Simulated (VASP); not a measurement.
Set up this calculation in VASP 6.6.1, as the native input.

```
Task                   : single point
Functional             : PBE
Potentials or basis    : VASP PAW PBE potentials, release 64 (Be, Cd, S)
Cutoff                 : 520 eV
k mesh                 : 2 × 2 × 2
Occupations            : gaussian, width 0.1 eV
Spin                   : no spin polarisation
Dipole correction      : no
Further INCAR settings : ALGO = Normal; EDIFF = 1e-07; NBANDS = 56
```

The structure of BeCd2S3 lies in POSCAR:

```
BeCd2S3
1.0
    0.0000000000      0.0000000000     -6.3526059032
    5.9063116714     -3.4162184943      0.0000000000
   -5.9063116714     -3.4162184943      0.0000000000
Be Cd S
2 4 6
Direct
    0.5015252756      0.8471801326      0.8471801326
    0.0015252756      0.1528198674      0.1528198674
    0.5044899859      0.4853860088      0.1673920157
    0.0044899859      0.5146139912      0.8326079843
    0.5044899859      0.1673920157      0.4853860088
    0.0044899859      0.8326079843      0.5146139912
    0.4064398791      0.8354737932      0.5436604069
    0.4064398791      0.5436604069      0.8354737932
    0.3421149945      0.1218934389      0.1218934389
    0.9064398791      0.4563395931      0.1645262068
    0.9064398791      0.1645262068      0.4563395931
    0.8421149945      0.8781065611      0.8781065611
```

One way to write it, as run:

INCAR

```
SYSTEM = BeCd2S3
PREC = Accurate
ENCUT = 520
EDIFF = 1E-7
ISMEAR = 0
SIGMA = 0.1
LREAL = .False.
LASPH = .True.
NELM = 100
ALGO = Normal
ISIF = 2
LWAVE = .False.
LCHARG = .False.
GGA = PE
NBANDS = 56
```

KPOINTS

```
regular mesh
0
Gamma
  2 2 2
  0 0 0
```

Potentials or basis: VASP PAW PBE potentials, release 64 (Be, Cd, S).

Run with:

```bash
$ cat potpaw_PBE.64/Be/POTCAR potpaw_PBE.64/Cd/POTCAR potpaw_PBE.64/S/POTCAR > POTCAR
$ mpirun -np 1 vasp_std > vasp.out
```

Results of the run:

```
Pressure               : 0.3 GPa
Largest force          : 0.081 eV/Å
Band gap on the k mesh : 1.97 eV
```

Caveat: the k points lie up to 0.53 Å⁻¹ apart.

Wall time 110 s on 1 thread of AMD EPYC 7R13 Processor (Zen 3) (shared host), peak memory 0.35 GiB.
